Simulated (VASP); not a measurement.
Input of a VASP 6.6.1 run:

INCAR

```
SYSTEM = Zn
PREC = Accurate
ENCUT = 520
EDIFF = 1E-6
ISMEAR = -1
SIGMA = 0.1
LREAL = .False.
LASPH = .True.
NELM = 60
ALGO = Normal
ISIF = 2
LWAVE = .False.
LCHARG = .False.
GGA = PE
NBANDS = 12
```

Contents of KPOINTS:

```
regular mesh
0
Gamma
  14 14 14
  0 0 0
```

Contents of POSCAR:

```
Zn
1.0
   -1.5656849005      1.5656849005      1.5656849005
    1.5656849005     -1.5656849005      1.5656849005
    1.5656849005      1.5656849005     -1.5656849005
Zn
1
Direct
    0.0000000000      0.0000000000      0.0000000000
```

Potentials or basis: VASP PAW PBE potentials, release 64 (Zn).

Launch:

```console
$ cat potpaw_PBE.64/Zn/POTCAR > POTCAR
$ mpirun -np 1 vasp_std > vasp.out
```

(1) Predict the pressure.

(2) Estimate the band gap on the k mesh.

## Answers

(1) 0.3 GPa.

(2) zero (band 6 reaches 7.33 eV, above the bottom of band 7 at 2.15 eV).
